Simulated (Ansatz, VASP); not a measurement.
One calculation of C, two programs

INCAR

```
PREC = Accurate ; ENCUT = 520
EDIFF = 1E-6 ; ISMEAR = 0
SIGMA = 0.05 ; LREAL = Auto
LASPH = T ; NELM = 100
ALGO = Normal ; ISIF = 2
LWAVE = F ; LCHARG = F
GGA = PS ; NBANDS = 43
```

The input KPOINTS:

```
regular mesh
0
Gamma
  6 6 6
```

Contents of POSCAR:

```
C
1.0
    0.0000000000      3.5537981836     -3.5537981836
   -3.5537981836      0.0000000000     -3.5537981836
   -3.5537981836      3.5537981836      0.0000000000
C
15
Direct
    0.2500000000      0.7500000000      0.2500000000
    0.7500000000      0.2500000000      0.2500000000
    0.2500000000      0.2500000000      0.2500000000
    0.7500000000      0.7500000000      0.7500000000
    0.2500000000      0.7500000000      0.7500000000
    0.7500000000      0.2500000000      0.7500000000
    0.2500000000      0.2500000000      0.7500000000
    0.8750000000      0.3750000000      0.3750000000
    0.3750000000      0.3750000000      0.3750000000
    0.8326034069      0.8326034069      0.2722931863
    0.3750000000      0.8750000000      0.3750000000
    0.8750000000      0.3750000000      0.8750000000
    0.3750000000      0.3750000000      0.8750000000
    0.8750000000      0.8750000000      0.8750000000
    0.3750000000      0.8750000000      0.8750000000
```

Input for Ansatz:

```yaml
crystal:
  lattice:
    - [0.0, 3.5537981836, -3.5537981836]
    - [-3.5537981836, 0.0, -3.5537981836]
    - [-3.5537981836, 3.5537981836, 0.0]
  atoms:
    - { symbol: C, position: [0.25, 0.75, 0.25] }
    - { symbol: C, position: [0.75, 0.25, 0.25] }
    - { symbol: C, position: [0.25, 0.25, 0.25] }
    - { symbol: C, position: [0.75, 0.75, 0.75] }
    - { symbol: C, position: [0.25, 0.75, 0.75] }
    - { symbol: C, position: [0.75, 0.25, 0.75] }
    - { symbol: C, position: [0.25, 0.25, 0.75] }
    - { symbol: C, position: [0.875, 0.375, 0.375] }
    - { symbol: C, position: [0.375, 0.375, 0.375] }
    - { symbol: C, position: [0.8326034069, 0.8326034069, 0.2722931863] }
    - { symbol: C, position: [0.375, 0.875, 0.375] }
    - { symbol: C, position: [0.875, 0.375, 0.875] }
    - { symbol: C, position: [0.375, 0.375, 0.875] }
    - { symbol: C, position: [0.875, 0.875, 0.875] }
    - { symbol: C, position: [0.375, 0.875, 0.875] }
basis:
  ecutwfc: 420
kpoints:
  mp_grid: { grid: [6, 6, 6] }
hamiltonian:
  xc: pbesol
  pseudopotentials: { kind: paw, azcp: { folder: soft_1 } }
scf:
  occupations: { method: gaussian, width: 0.05 }
output:
  forces: true
  stress: true
  eigenvalues: true
  write_density: true
  write_potential: true
  elf: true
  volumetric_format: npy
```

Change from the starting cell: C vacancy; atom 10 moved 0.500 of the way to it and -0.175 Å across, host rigid.

Alike in both runs: task single point; functional PBEsol; k mesh 6 × 6 × 6; occupations gaussian, width 0.05 eV; no spin polarisation.

|  | VASP | Ansatz |
| --- | --- | --- |
| version | VASP 6.6.1 | Ansatz 0.2.0 |
| potentials or method | VASP PAW PBE potentials, release 64 (C), cutoff 520 eV | scalar-relativistic, plane waves, PAW |
| valence electrons in the cell | 60 | 60 |

```tsv
	VASP	Ansatz	Ansatz less VASP
gap on the k mesh at the Fermi level (eV)	none	none	-
pressure (GPa)	-11.5	-12.6	-1.02
traceless stress, the component that is largest in VASP (GPa)	-16.28	-16.32	-0.036
rms of the force components (eV/Å)	1.181	1.192	+0.0106
```

VASP's potentials were made for PBE, not for PBEsol, and Ansatz warns of the same on its side. Atom by atom the forces differ by 0.013 eV/Å (rms over components). A gap of «none» marks a metal or a gap that the smearing closes. With one functional, cell and mesh, what is left measures potentials, basis and numerics.
